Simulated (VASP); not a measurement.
# SnS2 in VASP: a series of runs

Runs on SnS2. Level: PBE+D3(BJ). Tasks: single point, relaxation of the atoms.

All numbers are computed with VASP 6.6.1; they aren't measurements. Logs are shortened: lines on timing, memory, paths and dates and some standing lists are left out, and cuts for length are marked.

## 1. The cell of the first run

The cell holds a slab with vacuum, 3 atoms: a = 3.665 Å, b = 3.665 Å, c = 22.968 Å, α = 90.00°, β = 90.00°, γ = 120.00°.

## 2. Single point, PBE+D3(BJ)

Contents of INCAR:

```
SYSTEM = SnS2
PREC = Accurate
ENCUT = 400
EDIFF = 1E-6
ISMEAR = 0
SIGMA = 0.05
LREAL = .False.
LASPH = .True.
NELM = 120
ALGO = Normal
ISIF = 2
LWAVE = .False.
LCHARG = .True.
LDIPOL = .True.
IDIPOL = 3
DIPOL = 0.5 0.5 0.500
GGA = PE
IVDW = 12
LELF = .True.
LVHAR = .True.
LVACPOTAV = .True.
NBANDS = 20
GGA_COMPAT = .False.
NELMDL = -8
```

Contents of KPOINTS:

```
regular mesh
0
Gamma
  9 9 1
  0 0 0
```

Contents of POSCAR:

```
SnS2
1.0
    3.6652639498      0.0000000000      0.0000000000
   -1.8326319749      3.1742116921      0.0000000000
    0.0000000000      0.0000000000     22.9680696474
S Sn
2 1
Direct
    0.3333333333      0.6666666667      0.4353870462
    0.6666666667      0.3333333333      0.5646129538
    0.0000000000      0.0000000000      0.4999998997
```

Potentials or basis: VASP PAW PBE potentials, release 64 (S, Sn_d).

Command:

```bash
cat potpaw_PBE.64/S/POTCAR potpaw_PBE.64/Sn_d/POTCAR > POTCAR
mpirun -np 1 vasp_std > vasp.out
```

OUTCAR:

```text
SYSTEM = SnS2
   PREC = Accurate
   ENCUT = 400
   EDIFF = 1E-6
   ISMEAR = 0
   LREAL = .False.
   LASPH = .True.
   NELM = 120
   ISIF = 2
   GGA = PE
   IVDW = 12
   NELMDL = -8
 IVDW          = 12

 ion  position               nearest neighbor table
   1  0.333  0.667  0.435-   3 2.58   3 2.58   3 2.58
   2  0.667  0.333  0.565-   3 2.58   3 2.58   3 2.58
   3  0.000  0.000  0.500-   1 2.58   1 2.58   1 2.58   2 2.58   2 2.58   2 2.58

  LATTYP: Found a hexagonal cell.
 ALAT       =     3.6652639498
 C/A-ratio  =     6.2664162696

  Lattice vectors:

 A1 = (   3.6652639498,   0.0000000000,   0.0000000000)
 A2 = (  -1.8326319749,   3.1742116921,   0.0000000000)
 A3 = (   0.0000000000,   0.0000000000,  22.9680696474)

Analysis of symmetry for initial positions (statically):
=====================================================================
 Subroutine PRICEL returns:
 Original cell was already a primitive cell.

 Routine SETGRP: Setting up the symmetry group for a
 hexagonal supercell.

 Subroutine GETGRP returns: Found 12 space group operations
 (whereof 12 operations were pure point group operations)
 out of a pool of 24 trial point group operations.

The static configuration has the point symmetry D_3d.

Analysis of symmetry for dynamics (positions and initial velocities):
=====================================================================
 Subroutine PRICEL returns:
 Original cell was already a primitive cell.

 Routine SETGRP: Setting up the symmetry group for a
 hexagonal supercell.

 Subroutine GETGRP returns: Found 12 space group operations
 (whereof 12 operations were pure point group operations)
 out of a pool of 24 trial point group operations.

The dynamic configuration has the point symmetry D_3d.

 Subroutine INISYM returns: Found 12 space group operations
 (whereof 12 operations are pure point group operations),
 and found     1 'primitive' translations

----------------------------------------------------------------------------------------

                                     Primitive cell

  volume of cell :     267.2180

  direct lattice vectors                    reciprocal lattice vectors
     3.665263950  0.000000000  0.000000000     0.272831647  0.157519425  0.000000000
    -1.832631975  3.174211692  0.000000000     0.000000000  0.315038850  0.000000000
     0.000000000  0.000000000 22.968069647     0.000000000  0.000000000  0.043538705

  length of vectors
     3.665263950  3.665263950 22.968069647     0.315038850  0.315038850  0.043538705
[... 72 lines left out ...]
   EDIFFG = 0.1E-04   stopping-criterion for IOM
   NSW    =      0    number of steps for IOM
   IBRION =     -1    ionic relax: 0-MD 1-quasi-New 2-CG
   NFREE  =      0    steps in history (QN), initial steepest desc. (CG)
   ISIF   =      2    stress and relaxation
   ISYM   =      2    0-nonsym 1-usesym 2-fastsym
   POTIM  = 0.5000    time-step for ionic-motion
   TEBEG  =    0.0;   TEEND  =   0.0 temperature during run
   PSTRESS=    0.0 pullay stress
   NELECT =      26.0000    total number of electrons
   NUPDOWN=      -1.0000    fix difference up-down
   EMIN   =  10.00;   EMAX   =-10.00  energy-range for DOS
   EFERMI =   0.00;   METHOD = LEGACY
   ISMEAR =     0;   SIGMA  =   0.05  broadening in eV -4-tet -1-fermi 0-gaus
   EFERMI_NEDOS =   21; number of points for ismear=-14 and -15
   IALGO  =     38    algorithm
   IMIX   =      4    mixing-type and parameters
     AMIX     =   0.40;   BMIX     =  1.00
     AMIX_MAG =   1.60;   BMIX_MAG =  1.00
  volume/ion in A,a.u.               =      89.07       601.09
  Fermi-wavevector in a.u.,A,eV,Ry     =   0.752970  1.422906  7.714001  0.566963
  Thomas-Fermi vector in A             =   1.850302
   LORBIT       =      0    0 simple, 1 ext, 2 COOP (PROOUT), +10 PAW based schemes
   GGA     = PE    functional components
   LHFCALC =     F    Hartree Fock is set to
   AEXX    =    0.0000 exact exchange contribution
   IVDW    =    12    specifies the selected vdW correction
   LEPSILON=     F    determine dielectric tensor
   LRPA    =     F    only Hartree local field effects (RPA)
 non-spin polarized calculation
 Gauss-broadening in eV      SIGMA  =   0.05
  energy-cutoff  :      400.00
  volume of cell :      267.22
 maximum number of plane-waves:      4914
 NGX is ok and might be reduce to    24
   NGX = 11   NGY = 11   NGZ = 75

 number of electron      26.0000007 magnetization

 dipolmoment           0.000000      0.000000      0.000015 electrons x Angstroem

 Free energy of the ion-electron system (eV)
  ---------------------------------------------------
  ext. energy  EPLUGINS =         0.00000000
  ---------------------------------------------------
  free energy    TOTEN  =       -13.20728860 eV

  energy without entropy =      -13.20728860  energy(sigma->0) =      -13.20728860

 E-fermi :  -3.6479     XC(G=0):  -2.9031

 val. band max:       -3.8874239172   @ k =   0.1111   0.0000   0.0000
 cond. band min:      -2.2532742148   @ k =   0.4444  -0.0000   0.0000
 fundamental gap:      1.6341497024
 Fermi energy:        -3.6478880885

 k-point     1 :       0.0000    0.0000    0.0000
  band No.  band energies     occupation
      1     -24.6547      2.00000
      2     -24.6547      2.00000
      3     -24.6132      2.00000
      4     -24.5885      2.00000
      5     -24.5885      2.00000
      6     -17.2864      2.00000
[... 265 lines left out ...]
     19       5.3727      0.00000
     20       5.3729      0.00000

------------------------ aborting loop because EDIFF is reached ----------------------------------------

 Edisp (eV)   -0.69591

 E8    (eV) :    -0.3051

  FORCE on cell =-STRESS in cart. coord.  units (eV):
  Direction    XX          YY          ZZ          XY          YZ          ZX
  --------------------------------------------------------------------------------------
  -------------------------------------------------------------------------------------
  Total      -0.07308    -0.07308    -0.05091     0.00000     0.00000     0.00000
  in kB      -0.43820    -0.43820    -0.30522     0.00000     0.00000     0.00000
  external pressure =       -0.39 kB  Pullay stress =        0.00 kB

 VOLUME and BASIS-vectors are now :
 -----------------------------------------------------------------------------
  energy-cutoff  :      400.00
  volume of cell :      267.22
      direct lattice vectors                 reciprocal lattice vectors
     3.665263950  0.000000000  0.000000000     0.272831647  0.157519425  0.000000000
    -1.832631975  3.174211692  0.000000000     0.000000000  0.315038850  0.000000000
     0.000000000  0.000000000 22.968069647     0.000000000  0.000000000  0.043538705

 POSITION                                       TOTAL-FORCE (eV/Angst)
 -----------------------------------------------------------------------------------
     -0.00000      2.11614     10.00000        -0.000000     -0.000000      0.007373
      1.83263      1.05807     12.96807         0.000000      0.000000     -0.007373
      0.00000      0.00000     11.48403         0.000000      0.000000      0.000000
 -----------------------------------------------------------------------------------
    total drift:                               -0.000000     -0.000000      0.002416

  FREE ENERGIE OF THE ION-ELECTRON SYSTEM (eV)
  ---------------------------------------------------
  free  energy   TOTEN  =       -13.9031946034 eV

  energy  without entropy=      -13.9031946034  energy(sigma->0) =      -13.90319460

 vacuum level on the upper side and lower side of the slab         2.866         2.865
```

OSZICAR:

```text
N       E                     dE             d eps       ncg     rms          rms(c)
DAV:   1     0.169525912868E+03    0.16953E+03   -0.99837E+03   568   0.858E+02
DAV:   2     0.569752199765E+01   -0.16383E+03   -0.16019E+03   628   0.216E+02
DAV:   3    -0.131016553179E+02   -0.18799E+02   -0.18720E+02   604   0.865E+01
[... 16 lines left out ...]
DAV:  20    -0.132072803383E+02   -0.10819E-04   -0.67515E-07   524   0.515E-03    0.350E-03
DAV:  21    -0.132072835543E+02   -0.32160E-05   -0.71300E-08   532   0.162E-03    0.151E-03
DAV:  22    -0.132072870437E+02   -0.34894E-05   -0.48383E-08   496   0.100E-03    0.865E-04
DAV:  23    -0.132072881918E+02   -0.11481E-05   -0.13458E-08   504   0.528E-04    0.634E-04
DAV:  24    -0.132072885982E+02   -0.40647E-06   -0.69032E-09   460   0.348E-04
   1 F= -.13903195E+02 E0= -.13903195E+02  d E =-.225295E-12
```

It took 73 s on 1 thread of AMD EPYC 7R13 (Zen 3), shared host; peak memory 0.26 GiB.

Results:

```
Free energy                : -13.9032 eV
Largest force              : 0.007 eV/Å
Band gap on the k mesh     : 1.63 eV, indirect (least direct gap 1.88 eV)
Dispersion energy per atom : -0.232 eV
```

Forces on the atoms (eV/Å):
```
S    0.000  0.000  0.007
S    0.000  0.000 -0.007
Sn   0.000  0.000  0.000
```

Levels at points of the mesh, in eV from the valence-band top:
| k point | band 11 | band 12 | band 13 | band 14 | band 15 | band 16 |
| --- | --- | --- | --- | --- | --- | --- |
| (0.00, 0.00, 0.00) | -0.46 | -0.09 | -0.09 | 2.45 | 3.87 | 5.48 |

Caveat: spin-orbit coupling is left out, which moves the levels of the heavy elements.

## 3. Single point, PBE+D3(BJ)

This run uses another cell than the first one, of 85.59 Å³/atom, 0.961 times its volume.

Contents of INCAR:

```
SYSTEM = SnS2
  PREC = Accurate
  ENCUT = 400
  EDIFF = 1E-6
  ISMEAR = 0
  SIGMA = 0.05
  LREAL = .False.
  LASPH = .True.
  NELM = 120
  ALGO = Normal
  ISIF = 2
  LWAVE = .False.
  LCHARG = .False.
  LDIPOL = .True.
  IDIPOL = 3
  DIPOL = 0.5 0.5 0.500
  GGA = PE
  IVDW = 12
  NBANDS = 20
  GGA_COMPAT = .False.
  NELMDL = -8
```

Contents of KPOINTS:

```
Automatic mesh
0
Gamma
  12 12 1
  0 0 0
```

Contents of POSCAR:

```
SnS2
1.0
    3.5983003400      0.0000000000      0.0000000000
   -1.7991501700      3.1162195100      0.0000000000
    0.0000000000      0.0000000000     22.8997330648
S Sn
2 1
Direct
    0.3333333300      0.6666666700      0.4366863130
    0.6666666700      0.3333333300      0.5633136870
    0.0000000000      0.0000000000      0.5000000000
```

Potentials or basis: VASP PAW PBE potentials, release 64 (S, Sn_d).

Command:

```bash
cat potpaw_PBE.64/S/POTCAR potpaw_PBE.64/Sn_d/POTCAR > POTCAR
mpirun -np 1 vasp_std > vasp.out
```

OUTCAR:

```text
SYSTEM = SnS2
   PREC = Accurate
   ENCUT = 400
   EDIFF = 1E-6
   ISMEAR = 0
   LREAL = .False.
   LASPH = .True.
   NELM = 120
   ISIF = 2
   GGA = PE
   IVDW = 12
   NELMDL = -8
 IVDW          = 12

 ion  position               nearest neighbor table
   1  0.333  0.667  0.437-   3 2.53   3 2.53   3 2.53
   2  0.667  0.333  0.563-   3 2.53   3 2.53   3 2.53
   3  0.000  0.000  0.500-   1 2.53   2 2.53   2 2.53   1 2.53   2 2.53   1 2.53

  LATTYP: Found a hexagonal cell.
 ALAT       =     3.5983003400
 C/A-ratio  =     6.3640416033

  Lattice vectors:

 A1 = (   3.5983003400,   0.0000000000,   0.0000000000)
 A2 = (  -1.7991501700,   3.1162195100,   0.0000000000)
 A3 = (   0.0000000000,   0.0000000000,  22.8997330648)

Analysis of symmetry for initial positions (statically):
=====================================================================
 Subroutine PRICEL returns:
 Original cell was already a primitive cell.

 Routine SETGRP: Setting up the symmetry group for a
 hexagonal supercell.

 Subroutine GETGRP returns: Found 12 space group operations
[... 167 lines left out ...]

 val. band max:       -3.7416371865   @ k =   0.1667  -0.0000   0.0000
 cond. band min:      -2.0251890662   @ k =   0.5000   0.0000   0.0000
 fundamental gap:      1.7164481203
 Fermi energy:        -3.4592164413

 k-point     1 :       0.0000    0.0000    0.0000
  band No.  band energies     occupation
      1     -24.5373      2.00000
      2     -24.5373      2.00000
      3     -24.4833      2.00000
      4     -24.4519      2.00000
      5     -24.4519      2.00000
      6     -17.5732      2.00000
[... 426 lines left out ...]
     19       5.5766      0.00000
     20       5.5766      0.00000

------------------------ aborting loop because EDIFF is reached ----------------------------------------

 vacuum level on the upper side and lower side of the slab       (xc-potential included)        -0.083        -0.083

 Edisp (eV)   -0.72927

 E8    (eV) :    -0.3197

  FORCE on cell =-STRESS in cart. coord.  units (eV):
  Direction    XX          YY          ZZ          XY          YZ          ZX
  --------------------------------------------------------------------------------------
  -------------------------------------------------------------------------------------
  Total       2.09476     2.09476     1.93526     0.00000     0.00000     0.00000
  in kB      13.07041    13.07041    12.07521     0.00000     0.00000     0.00000
  external pressure =       12.74 kB  Pullay stress =        0.00 kB

 VOLUME and BASIS-vectors are now :
 -----------------------------------------------------------------------------
  energy-cutoff  :      400.00
  volume of cell :      256.78
      direct lattice vectors                 reciprocal lattice vectors
     3.598300340  0.000000000  0.000000000     0.277908986  0.160450828  0.000000000
    -1.799150170  3.116219510  0.000000000     0.000000000  0.320901656  0.000000000
     0.000000000  0.000000000 22.899733065     0.000000000  0.000000000  0.043668631

 POSITION                                       TOTAL-FORCE (eV/Angst)
 -----------------------------------------------------------------------------------
     -0.00000      2.07748     10.00000        -0.000000      0.000000     -0.678423
      1.79915      1.03874     12.89973         0.000000      0.000000      0.678423
      0.00000      0.00000     11.44987        -0.000000      0.000000      0.000000
 -----------------------------------------------------------------------------------
    total drift:                               -0.000000     -0.000000      0.000000

  FREE ENERGIE OF THE ION-ELECTRON SYSTEM (eV)
  ---------------------------------------------------
  free  energy   TOTEN  =       -13.8442747535 eV

  energy  without entropy=      -13.8442747535  energy(sigma->0) =      -13.84427475

 vacuum level on the upper side and lower side of the slab         2.866         2.866
```

stdout:

```text
POSCAR found type information on POSCAR S Sn
 POSCAR found :  2 types and       3 ions
 scaLAPACK will be used
 LDA part: xc-table for (Slater+PW92), standard interpolation
 POSCAR, INCAR and KPOINTS ok, starting setup
 FFT: planning ... GRIDC
 FFT: planning ... GRID_SOFT
 FFT: planning ... GRID
 WAVECAR not read
 entering main loop
```

Run time: 1.8 min. Hardware: 1 thread of AMD EPYC 7R13 (Zen 3), shared host; peak memory 0.27 GiB.

What came out:

```yaml
Free_energy: -13.8443 eV
Largest_force: 0.678 eV/Å
Band_gap_on_the_k_mesh: 1.72 eV, indirect (least direct gap 1.99 eV)
Dispersion_energy_per_atom: -0.243 eV
```

Forces in eV/Å, atoms in the order of the input:
```
S    0.000  0.000 -0.678
S    0.000  0.000  0.678
Sn   0.000  0.000  0.000
```

Caveat: spin-orbit coupling is left out, which moves the levels of the heavy elements.

## 4. Single point, PBE+D3(BJ)

This run uses another cell than the first one, of 88.81 Å³/atom, 0.997 times its volume.

Contents of INCAR:

```
SYSTEM = SnS2
PREC = Accurate ; ENCUT = 400
EDIFF = 1E-6 ; ISMEAR = 0
SIGMA = 0.05 ; LREAL = .FALSE.
LASPH = .TRUE. ; NELM = 120
ALGO = Normal ; ISIF = 2
LWAVE = .FALSE. ; LCHARG = .FALSE.
LDIPOL = .TRUE. ; IDIPOL = 3
DIPOL = 0.5 0.5 0.500 ; GGA = PE
IVDW = 12 ; NBANDS = 20
GGA_COMPAT = .FALSE. ; NELMDL = -8
```

Contents of KPOINTS:

```
regular mesh
0
G
  12 12 1
  0 0 0
```

Contents of POSCAR:

```
SnS2
1.0
    3.6652639498      0.0000000000      0.0000000000
   -1.8326319749      3.1742116921      0.0000000000
    0.0000000000      0.0000000000     22.8997330648
S Sn
2 1
Direct
    0.3333333333      0.6666666667      0.4351942640
    0.6666666667      0.3333333333      0.5648058031
    0.0000000000      0.0000000000      0.4999999330
```

Command:

```bash
cat potpaw_PBE.64/S/POTCAR potpaw_PBE.64/Sn_d/POTCAR > POTCAR
mpirun -np 1 vasp_std > vasp.out
```

Run time: 1.7 min. Hardware: 1 thread of AMD EPYC 7R13 (Zen 3), shared host; peak memory 0.27 GiB.

The run converged. Its results:

| Quantity | Value |
| --- | --- |
| Free energy | -13.9034 eV |
| Largest force | 0.007 eV/Å |
| Band gap on the k mesh | 1.57 eV, indirect (least direct gap 1.83 eV) |
| Dispersion energy per atom | -0.232 eV |

Forces in eV/Å, atoms in the order of the input:
```
S    0.000  0.000  0.007
S    0.000  0.000 -0.007
Sn   0.000  0.000  0.000
```

Levels at points of the mesh, in eV from the valence-band top:
| k point | band 11 | band 12 | band 13 | band 14 | band 15 | band 16 |
| --- | --- | --- | --- | --- | --- | --- |
| (0.00, 0.00, 0.00) | -0.46 | -0.09 | -0.09 | 2.45 | 3.87 | 5.48 |
| (0.50, 0.00, 0.00) | -2.03 | -0.52 | -0.26 | 1.57 | 4.80 | 6.33 |

Caveat: spin-orbit coupling is left out, which moves the levels of the heavy elements.

(Continued in part 2 of 2.)
